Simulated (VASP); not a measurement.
A run of VASP 6.6.1:

INCAR

```
PREC = Accurate
ENCUT = 520
EDIFF = 1E-7
ISMEAR = 0
SIGMA = 0.05
LREAL = False
LASPH = True
NELM = 80
ALGO = Normal
ISIF = 2
LWAVE = False
LCHARG = False
GGA = PS
NBANDS = 28
```

Contents of KPOINTS:

```
Automatic mesh
0
Gamma
  4 4 4
```

File POSCAR:

```
KCaCl3
1.0
    5.3853517933      0.0000000000      0.0000000000
    0.0000000000      5.2261788339      0.0000000000
    0.0000000000      0.0000000000      5.3057653136
K Ca Cl
1 1 3
Direct
    0.0000000000      0.0000000000      0.0000000000
    0.5000000000      0.5000000000      0.5000000000
    0.0000000000      0.5000000000      0.5000000000
    0.5000000000      0.0000000000      0.5000000000
    0.5000000000      0.5000000000      0.0000000000
```

Potentials or basis: VASP PAW PBE potentials, release 64 (K_sv, Ca_sv, Cl).

Command:

```bash
$ cat potpaw_PBE.64/K_sv/POTCAR potpaw_PBE.64/Ca_sv/POTCAR potpaw_PBE.64/Cl/POTCAR > POTCAR
$ mpirun -np 1 vasp_std > vasp.out
```

Hardware: 1 thread of AMD EPYC 9R45 96-Core Processor (Zen 5), on a shared host.

**Question.** How long does it take, and how much memory?

**Answer.** Run time: 46 s on 1 thread of AMD EPYC 9R45 96-Core Processor (Zen 5), on a shared host, peak memory 0.27 GiB. Counts: scf iterations 15, k points 27.
